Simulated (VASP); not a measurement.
SiF5, 12 atoms in the cell. Symmetry: P6_3/mmc, No. 194, hexagonal system. The conventional cell has a = 6.024 Å, b = 6.024 Å, c = 7.357 Å, α = 90.00°, β = 90.00°, γ = 120.00°. Within 2.2 Å of Si (site symmetry -6m2) lie 5 F at 1.62 to 1.69 Å. Within 2.2 Å of F (site symmetry mm2) lie 1 Si at 1.62 Å. F (site symmetry 3m) has 1 Si at 1.69 Å within 2.2 Å. 

```yaml
Program: VASP 6.6.1
Task: single point
Functional: PBE
Potentials_or_basis: VASP PAW PBE potentials, release 64 (Si, F)
Cutoff: 520 eV
k_mesh: 6 × 6 × 4
Occupations: gaussian, width 0.1 eV
Spin: no spin polarisation
Dipole_correction: no
Further_INCAR_settings: ALGO = Normal; EDIFF = 1e-07; NBANDS = 51
```

Potentials or basis: VASP PAW PBE potentials, release 64 (Si, F).

The run is started by

```console
$ cat potpaw_PBE.64/Si/POTCAR potpaw_PBE.64/F/POTCAR > POTCAR
$ mpirun -np 1 vasp_std > vasp.out
```

Hardware: 1 thread of AMD EPYC 7R13 Processor (Zen 3) (shared host).

Q: How long does it take, and how much memory?

A: Wall time 4.8 min on 1 thread of AMD EPYC 7R13 Processor (Zen 3), with other jobs on the host, peak memory 0.4 GiB. Counts: scf iterations 16, k points 21.
